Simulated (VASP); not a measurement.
Runs of VASP 6.6.1 on MoN2. The structure is that of space group Pbam (No. 55), or close to it. The cells are those of the table. 

| cell | gap on the mesh (eV) | pressure (GPa) | largest force (eV/Å) |
| --- | --- | --- | --- |
| a = 3.683, b = 4.983, c = 2.752 Å, 6 atoms | none | 30.1 | 1.34 |
| a = 4.902, b = 3.765, c = 2.752 Å, 6 atoms | none | 23.4 | (a) |
| a = 4.577, b = 4.090, c = 2.752 Å, 6 atoms | none | 4.8 | (b) |
| a = 4.496, b = 4.171, c = 2.752 Å, 6 atoms | none | 2.5 | 0.41 |
| a = 4.821, b = 3.846, c = 2.752 Å, 6 atoms | none | 17.4 | 1.08 |

Alike in all rows: task single point; level PBE; potentials or basis VASP PAW PBE potentials, release 64 (Mo_sv, N); no spin polarisation; k mesh 12 × 12 × 18; cutoff (eV) 520; smearing gaussian 0.15 eV.

Question: Fill in the values left out.

Answer: (a) 1.23; (b) 0.60.

Caveats: forces of over 1 eV/Å act on the atoms, so gaps and moduli don't describe the material at rest (some runs).

A k mesh can miss the band edges, and the runs leave out spin-orbit coupling on Mo.

A gap of «none» marks levels without a gap at the run's occupations.
